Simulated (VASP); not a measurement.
MgO, 2 atoms in the cell. The structure is cubic, space group Fm-3m (No. 225). Conventional cell: a = 4.194 Å, b = 4.194 Å, c = 4.194 Å, α = 90.00°, β = 90.00°, γ = 90.00°. Mg (site symmetry m-3m) has 6 O at 2.10 Å within 2.8 Å. O (site symmetry m-3m) has 6 Mg at 2.10 Å within 2.8 Å. 

- Program: VASP 6.6.1
- Task: single point
- Functional: r2SCAN
- Potentials or basis: VASP PAW PBE potentials, release 64 (Mg, O)
- Cutoff: 520 eV
- k mesh: 6 × 6 × 6
- Occupations: fermi-dirac, width 0.05 eV
- Spin: no spin polarisation
- Dipole correction: no
- Further INCAR settings: ALGO = Normal; EDIFF = 1e-06; NBANDS = 11

Potentials or basis: VASP PAW PBE potentials, release 64 (Mg, O).

Run with:

```sh
$ cat potpaw_PBE.64/Mg/POTCAR potpaw_PBE.64/O/POTCAR > POTCAR
$ cp INCAR.step1 INCAR
$ mpirun -np 1 vasp_std > vasp.out
$ cp INCAR.step2 INCAR
$ mpirun -np 1 vasp_std > vasp.out
```

Hardware: 1 thread of Intel Xeon 6975P-C (shared host).

Q: How long does it take, and how much memory?

A: Wall time 12 s on 1 thread of Intel Xeon 6975P-C, with other jobs on the host, peak memory 0.14 GiB. Counts: k points 16.
